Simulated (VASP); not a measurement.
Input of a VASP 6.6.1 run:

Contents of POSCAR:

```
BaTiO3
1.0
    3.9855000000      0.0000000000      0.0000000000
    0.0000000000      2.8369000000      2.8451500000
    0.0000000000     -2.8369000000      2.8451500000
Ba Ti O
1 1 3
Direct
    0.0000000000      0.0000000000      0.0000000000
    0.5000000000      0.5124000000      0.5124000000
    0.0000000000      0.4874000000      0.4874000000
    0.5000000000      0.5052400000      0.9918400000
    0.5000000000      0.9918400000      0.5052400000
```

The input INCAR.step1:

```
SYSTEM = BaTiO3
  ALGO = Normal
  EDIFF = 1E-4
  ENCUT = 520
  GGA = PE
  ISMEAR = 0
  LASPH = .TRUE.
  LCHARG = .FALSE.
  LREAL = .FALSE.
  LWAVE = .TRUE.
  NBANDS = 28
  NELM = 100
  PREC = Accurate
  SIGMA = 0.01
```

The input INCAR.step2:

```
SYSTEM = BaTiO3
  ALGO = Normal
  EDIFF = 1E-6
  ENCUT = 520
  ISIF = 2
  ISMEAR = 0
  ISTART = 1
  LASPH = .TRUE.
  LCHARG = .TRUE.
  LELF = .TRUE.
  LMIXTAU = .TRUE.
  LREAL = .FALSE.
  LVHAR = .TRUE.
  LWAVE = .FALSE.
  METAGGA = R2SCAN
  NBANDS = 28
  NELM = 100
  PREC = Accurate
  SIGMA = 0.01
```

Contents of KPOINTS:

```
k-points
0
G
  6 6 6
  0 0 0
```

Potentials or basis: VASP PAW PBE potentials, release 64 (Ba_sv, Ti_sv, O).

Command:

```console
$ cat potpaw_PBE.64/Ba_sv/POTCAR potpaw_PBE.64/Ti_sv/POTCAR potpaw_PBE.64/O/POTCAR > POTCAR
$ cp INCAR.step1 INCAR
$ mpirun -np 1 vasp_std > vasp.out
$ cp INCAR.step2 INCAR
$ mpirun -np 1 vasp_std > vasp.out
```

What does it give for the largest force?

0.273 eV/Å.

What does it give for the pressure?

1.1 GPa.

Stress tensor (GPa, compression positive):
```
1.19 0.00 0.00
0.00 1.32 0.00
0.00 0.00 0.65
```

Caveat: the PAW data sets were made with another functional, which shifts forces and pressure a little.
